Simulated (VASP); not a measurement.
# CsNdBr4 (P4/mmm) in VASP: notebook

The runs below take CsNdBr4 through relaxation of cell and atoms, single point, with PBE.

Everything below comes from runs of VASP 6.6.1. Logs are shortened: lines on timing, memory, paths and dates and some standing lists are left out, and cuts for length are marked.

## (1) The cell of the first run

The structure is tetragonal, space group P4/mmm (No. 123). Conventional cell: a = 4.262 Å, b = 4.262 Å, c = 10.475 Å, α = 90.00°, β = 90.00°, γ = 90.00°. Cs (site symmetry 4/mmm) has 10 Br at 3.70 to 3.72 Å and 4 Cs at 4.26 Å within 4.9 Å. Nd (site symmetry 4/mmm) has 10 Br at 3.09 to 3.38 Å and 4 Nd at 4.26 Å within 4.3 Å. Within 4.3 Å of Br (site symmetry 4mm) lie 1 Nd at 3.09 Å and 9 Br at 3.40 to 4.29 Å and 4 Cs at 3.70 Å. Within 4.0 Å of Br (site symmetry 4mm) lie 5 Br at 3.04 to 3.40 Å and 4 Nd at 3.38 Å and 1 Cs at 3.72 Å.

The cell was built from a structure type or drawn by symmetry, and may not be a known phase.

## (2) Relaxation of cell and atoms, PBE

INCAR reads:

```
SYSTEM = CsNdBr4
ALGO = Normal ; EDIFF = 1E-7
EDIFFG = -0.01 ; ENCUT = 600
GGA = PE ; GGA_COMPAT = .FALSE.
IBRION = 2 ; ISIF = 3
ISMEAR = 0 ; LASPH = .TRUE.
LCHARG = .FALSE. ; LMAXMIX = 6
LREAL = .FALSE. ; LWAVE = .FALSE.
NELM = 200 ; NELMIN = 4
NSW = 100 ; PREC = Accurate
SIGMA = 0.01
```

KPOINTS reads:

```
k-points
0
G
  8 8 4
  0 0 0
```

POSCAR reads:

```
CsNdBr4
1.0
    4.2618979272      0.0000000000      0.0000000000
    0.0000000000      4.2618979272      0.0000000000
    0.0000000000      0.0000000000     10.4751217544
Cs Nd Br
1 1 4
Direct
    0.5000000000      0.5000000000      0.5000000000
    0.0000000000      0.0000000000      0.0000000000
    0.0000000000      0.0000000000      0.7049141331
    0.5000000000      0.5000000000      0.1452616102
    0.5000000000      0.5000000000      0.8547383898
    0.0000000000      0.0000000000      0.2950858669
```

Potentials or basis: VASP PAW PBE potentials, release 64 (Cs_sv, Nd, Br).

Launch:

```sh
$ cat potpaw_PBE.64/Cs_sv/POTCAR potpaw_PBE.64/Nd/POTCAR potpaw_PBE.64/Br/POTCAR > POTCAR
$ mpirun -np 1 vasp_std > vasp.out
```

OUTCAR:

```text
SYSTEM = CsNdBr4
   EDIFF = 1E-7
   EDIFFG = -0.01
   ENCUT = 600
   GGA = PE
   IBRION = 2
   ISIF = 3
   ISMEAR = 0
   LASPH = .TRUE.
   LREAL = .FALSE.
   NELM = 200
   NELMIN = 4
   NSW = 100
   PREC = Accurate

 ion  position               nearest neighbor table
   1  0.500  0.500  0.500-
   2  0.000  0.000  0.000-   3 3.09   6 3.09
   3  0.000  0.000  0.705-   2 3.09
   4  0.500  0.500  0.145-
   5  0.500  0.500  0.855-
   6  0.000  0.000  0.295-   2 3.09

  LATTYP: Found a simple tetragonal cell.
 ALAT       =     4.2618979272
 C/A-ratio  =     2.4578537387

  Lattice vectors:

 A1 = (   4.2618979272,   0.0000000000,   0.0000000000)
 A2 = (   0.0000000000,   4.2618979272,   0.0000000000)
 A3 = (   0.0000000000,   0.0000000000,  10.4751217544)

Analysis of symmetry for initial positions (statically):
=====================================================================
 Subroutine PRICEL returns:
 Original cell was already a primitive cell.

 Routine SETGRP: Setting up the symmetry group for a
 simple tetragonal supercell.

 Subroutine GETGRP returns: Found 16 space group operations
 (whereof 16 operations were pure point group operations)
 out of a pool of 16 trial point group operations.

The static configuration has the point symmetry D_4h.

Analysis of symmetry for dynamics (positions and initial velocities):
=====================================================================
 Subroutine PRICEL returns:
 Original cell was already a primitive cell.

 Routine SETGRP: Setting up the symmetry group for a
 simple tetragonal supercell.

 Subroutine GETGRP returns: Found 16 space group operations
 (whereof 16 operations were pure point group operations)
 out of a pool of 16 trial point group operations.

The dynamic configuration has the point symmetry D_4h.

 Subroutine INISYM returns: Found 16 space group operations
 (whereof 16 operations are pure point group operations),
 and found     1 'primitive' translations

----------------------------------------------------------------------------------------

                                     Primitive cell

  volume of cell :     190.2677

  direct lattice vectors                    reciprocal lattice vectors
     4.261897927  0.000000000  0.000000000     0.234637248  0.000000000  0.000000000
     0.000000000  4.261897927  0.000000000     0.000000000  0.234637248  0.000000000
     0.000000000  0.000000000 10.475121754     0.000000000  0.000000000  0.095464284

  length of vectors
     4.261897927  4.261897927 10.475121754     0.234637248  0.234637248  0.095464284

  position of ions in fractional coordinates (direct lattice)
     0.500000000  0.500000000  0.500000000
     0.000000000  0.000000000  0.000000000
     0.000000000  0.000000000  0.704914133
     0.500000000  0.500000000  0.145261610
     0.500000000  0.500000000  0.854738390
     0.000000000  0.000000000  0.295085867

  ion indices of the primitive-cell ions
   primitive index   ion index
                 1           1
                 2           2
                 3           3
                 4           4
                 5           5
                 6           6

----------------------------------------------------------------------------------------

 KPOINTS: k-points

Automatic generation of k-mesh.
 Grid dimensions read from file:
 generate k-points for:    8    8    4

 Generating k-lattice:

  Cartesian coordinates                     Fractional coordinates (reciprocal lattice)
     0.029329656  0.000000000  0.000000000     0.125000000  0.000000000  0.000000000
     0.000000000  0.029329656  0.000000000     0.000000000  0.125000000  0.000000000
     0.000000000  0.000000000  0.023866071     0.000000000  0.000000000  0.250000000

  Length of vectors
     0.029329656  0.029329656  0.023866071

  Shift w.r.t. Gamma in fractional coordinates (k-lattice)
     0.000000000  0.000000000  0.000000000

 Subroutine IBZKPT returns following result:
 ===========================================

 Found     45 irreducible k-points:

 Following reciprocal coordinates:
            Coordinates               Weight
  0.000000  0.000000  0.000000      1.000000
  0.125000  0.000000  0.000000      4.000000
  0.250000  0.000000  0.000000      4.000000
  0.375000  0.000000  0.000000      4.000000
  0.500000  0.000000  0.000000      2.000000
  0.125000  0.125000  0.000000      4.000000
[... 16 lines left out ...]
  0.375000  0.125000  0.250000     16.000000
  0.500000  0.125000  0.250000      8.000000
 [... further k-points ...]
   k-points           NKPTS =     45   k-points in BZ     NKDIM =     45   number of bands    NBANDS=     30
   number of dos      NEDOS =    301   number of ions     NIONS =      6
   total plane-waves  NPLWV = 108864
   dimension x,y,z NGX =    36 NGY =   36 NGZ =   84
   dimension x,y,z NGXF=    72 NGYF=   72 NGZF=  168
   ions per type =               1   1   4
   NGX,Y,Z   is equivalent  to a cutoff of  14.04, 14.04, 13.33 a.u.
   NGXF,Y,Z  is equivalent  to a cutoff of  28.09, 28.09, 26.66 a.u.
 SYSTEM =  CsNdBr4
   PREC   = accura    normal or accurate (medium, high low for compatibility)
   ISTART =      0    job   : 0-new  1-cont  2-samecut
   ICHARG =      2    charge: 1-file 2-atom 10-const
   ISPIN  =      1    spin polarized calculation?
   LNONCOLLINEAR =      F non collinear calculations
   LSORBIT =      F    spin-orbit coupling
   LASPH  =      T    aspherical Exc in radial PAW
   ENCUT  =  600.0 eV  44.10 Ry    6.64 a.u.   8.51  8.51 20.92*2*pi/ulx,y,z
   NELM   =    200;   NELMIN=  4; NELMDL= -5     # of ELM steps
   EDIFF  = 0.1E-06   stopping-criterion for ELM
   LREAL  =      F    real-space projection
   EDIFFG = -.1E-01   stopping-criterion for IOM
   NSW    =    100    number of steps for IOM
   IBRION =      2    ionic relax: 0-MD 1-quasi-New 2-CG
   NFREE  =      1    steps in history (QN), initial steepest desc. (CG)
   ISIF   =      3    stress and relaxation
   ISYM   =      2    0-nonsym 1-usesym 2-fastsym
   POTIM  = 0.5000    time-step for ionic-motion
   TEBEG  =    0.0;   TEEND  =   0.0 temperature during run
   PSTRESS=    0.0 pullay stress
   NELECT =      51.0000    total number of electrons
   NUPDOWN=      -1.0000    fix difference up-down
   EMIN   =  10.00;   EMAX   =-10.00  energy-range for DOS
   EFERMI =   0.00;   METHOD = LEGACY
   ISMEAR =     0;   SIGMA  =   0.01  broadening in eV -4-tet -1-fermi 0-gaus
   EFERMI_NEDOS =   21; number of points for ismear=-14 and -15
   IALGO  =     38    algorithm
   IMIX   =      4    mixing-type and parameters
     AMIX     =   0.40;   BMIX     =  1.00
     AMIX_MAG =   1.60;   BMIX_MAG =  1.00
  volume/ion in A,a.u.               =      31.71       214.00
  Fermi-wavevector in a.u.,A,eV,Ry     =   1.055544  1.994690 15.159257  1.114174
  Thomas-Fermi vector in A             =   2.190747
   LORBIT       =      0    0 simple, 1 ext, 2 COOP (PROOUT), +10 PAW based schemes
   GGA     = PE    functional components
   LHFCALC =     F    Hartree Fock is set to
   AEXX    =    0.0000 exact exchange contribution
   IVDW    =     0    specifies the selected vdW correction
   LEPSILON=     F    determine dielectric tensor
   LRPA    =     F    only Hartree local field effects (RPA)
 conjugate gradient relaxation of ions
 non-spin polarized calculation
 Gauss-broadening in eV      SIGMA  =   0.01
  energy-cutoff  :      600.00
  volume of cell :      190.27
 maximum number of plane-waves:      6390
 NGX is ok and might be reduce to    36
   NGX = 17   NGY = 17   NGZ = 41

--------------------------------------- Ionic step        1  -------------------------------------------

 number of electron      51.0000000 magnetization

 Free energy of the ion-electron system (eV)
  ---------------------------------------------------
  ext. energy  EPLUGINS =         0.00000000
  ---------------------------------------------------
  free energy    TOTEN  =       -20.84485155 eV

  energy without entropy =      -20.84307955  energy(sigma->0) =      -20.84396555

------------------------ aborting loop because EDIFF is reached ----------------------------------------

  FORCE on cell =-STRESS in cart. coord.  units (eV):
  Direction    XX          YY          ZZ          XY          YZ          ZX
  --------------------------------------------------------------------------------------
  -------------------------------------------------------------------------------------
  Total       -0.0412765     -0.0412765     -0.6268132      0.0000000      0.0000000      0.0000000
  in kB       -0.3475746     -0.3475746     -5.2781718      0.0000000      0.0000000      0.0000000
  external PRESSURE =      -1.9911070 kB  Pullay stress =       0.0000000 kB
[... 101 lines left out ...]
  FREE ENERGIE OF THE ION-ELECTRON SYSTEM (eV)
  ---------------------------------------------------
  free  energy   TOTEN  =       -20.8472847989 eV

  energy  without entropy=      -20.8455024142  energy(sigma->0) =      -20.84639361

[... ionic steps 4 to 9 ...]

--------------------------------------- Ionic step       10  -------------------------------------------

 number of electron      51.0000000 magnetization

------------------------ aborting loop because EDIFF is reached ----------------------------------------

  FORCE on cell =-STRESS in cart. coord.  units (eV):
  Direction    XX          YY          ZZ          XY          YZ          ZX
  --------------------------------------------------------------------------------------
  -------------------------------------------------------------------------------------
  Total       -0.0146660     -0.0146660     -0.0135868      0.0000000      0.0000000      0.0000000
  in kB       -0.1237784     -0.1237784     -0.1146704      0.0000000      0.0000000      0.0000000
  external PRESSURE =      -0.1207424 kB  Pullay stress =       0.0000000 kB
[... 65 lines left out ...]
  energy  without entropy=      -20.8457305803  energy(sigma->0) =      -20.84661405

--------------------------------------- Ionic step       12  -------------------------------------------

 number of electron      51.0000000 magnetization

 Free energy of the ion-electron system (eV)
  ---------------------------------------------------
  ext. energy  EPLUGINS =         0.00000000
  ---------------------------------------------------
  free energy    TOTEN  =       -20.84752348 eV

  energy without entropy =      -20.84575643  energy(sigma->0) =      -20.84663996

 E-fermi :   2.1743     XC(G=0):  -8.8668

 val. band max:        2.1743030834   @ k =   0.3750   0.2500   0.2500
 cond. band min:       2.1745144594   @ k =   0.5000   0.2500   0.5000
 fundamental gap:      0.0002113760
 Fermi energy:         2.1743371922

 k-point     1 :       0.0000    0.0000    0.0000
  band No.  band energies     occupation
      1     -35.1837      2.00000
      2     -18.5183      2.00000
      3     -16.4359      2.00000
      4     -16.4057      2.00000
      5     -16.4057      2.00000
      6     -12.9190      2.00000
[... 781 lines left out ...]
     29       2.2959      0.00000
     30       2.4468      0.00000

 [... further k-points ...]

------------------------ aborting loop because EDIFF is reached ----------------------------------------

  FORCE on cell =-STRESS in cart. coord.  units (eV):
  Direction    XX          YY          ZZ          XY          YZ          ZX
  --------------------------------------------------------------------------------------
  -------------------------------------------------------------------------------------
  Total        0.0151313      0.0151313      0.0224356      0.0000000      0.0000000      0.0000000
  in kB        0.1277333      0.1277333      0.1893943      0.0000000      0.0000000      0.0000000
  external PRESSURE =       0.1482870 kB  Pullay stress =       0.0000000 kB
[... 21 lines left out ...]
  FREE ENERGIE OF THE ION-ELECTRON SYSTEM (eV)
  ---------------------------------------------------
  free  energy   TOTEN  =       -20.8475234816 eV

  energy  without entropy=      -20.8457564309  energy(sigma->0) =      -20.84663996

 reached required accuracy - stopping structural energy minimisation
```

Run time: 37 min. Hardware: 1 thread of Intel Xeon 6975P-C (Granite Rapids), shared host; peak memory 0.6 GiB.

What came out:

- Free energy: -20.8475 eV
- Relaxed volume: 31.63 Å³/atom
- Relaxed cell: a = 4.266 Å, b = 4.266 Å, c = 10.430 Å, α = 90.00°, β = 90.00°, γ = 90.00°
- Space group after relaxing (to 0.1 Å): P4/mmm (No. 123)
- Energy gained by relaxing: 0.4 meV/atom
- Ionic steps: 12
- Pressure after relaxing: 0.0 GPa
- Largest force after relaxing: 0.003 eV/Å
- Band gap on the k mesh: zero (an odd number of electrons rules out a gap without spin polarisation)

Forces in eV/Å, atoms in the order of the input:
```
Cs   0.000  0.000  0.000
Nd   0.000  0.000  0.000
Br   0.000  0.000  0.003
Br   0.000  0.000 -0.003
Br   0.000  0.000  0.003
Br   0.000  0.000 -0.003
```

Step by step:
```
step  energy change (eV)  largest force (eV/Å)  pressure (GPa)  volume (Å³)
   1              0.0000                0.1391           -0.20       190.27
   2             -0.0024                0.0158            0.08       189.18
   3             -0.0024                0.0176            0.04       189.27
   4             -0.0024                0.0169            0.03       189.25
   5             -0.0024                0.0164            0.06       189.22
   6             -0.0025                0.0169            0.04       189.45
   7             -0.0026                0.0178           -0.03       189.84
   8             -0.0026                0.0180            0.02       189.69
   9             -0.0026                0.0180            0.00       189.75
  10             -0.0026                0.0137           -0.01       189.83
  11             -0.0026                0.0105           -0.02       189.90
  12             -0.0027                0.0030            0.01       189.79
```

Final structure:
```xyz
6
Lattice="4.2659 0.0000 0.0000 0.0000 4.2659 0.0000 0.0000 0.0000 10.4296" Properties=species:S:1:pos:R:3 pbc="T T T"
Cs    2.1329    2.1329    5.2148
Nd    0.0000    0.0000    0.0000
Br    0.0000    0.0000    7.3596
Br    2.1329    2.1329    1.5076
Br    2.1329    2.1329    8.9220
Br    0.0000    0.0000    3.0701
```

Caveat: spin-orbit coupling is left out, which moves the levels of the heavy elements; an odd number of electrons without spin polarisation forces a metal; a magnetic or distorted state may lie lower; the run has no spin polarisation, though such a crystal can be magnetic; semilocal functionals describe open f shells poorly, which spoils levels, moments and volumes. Spin polarisation is off, so any magnetic state and its effect on volume and gap are missing.

[end of part 1 of 2]
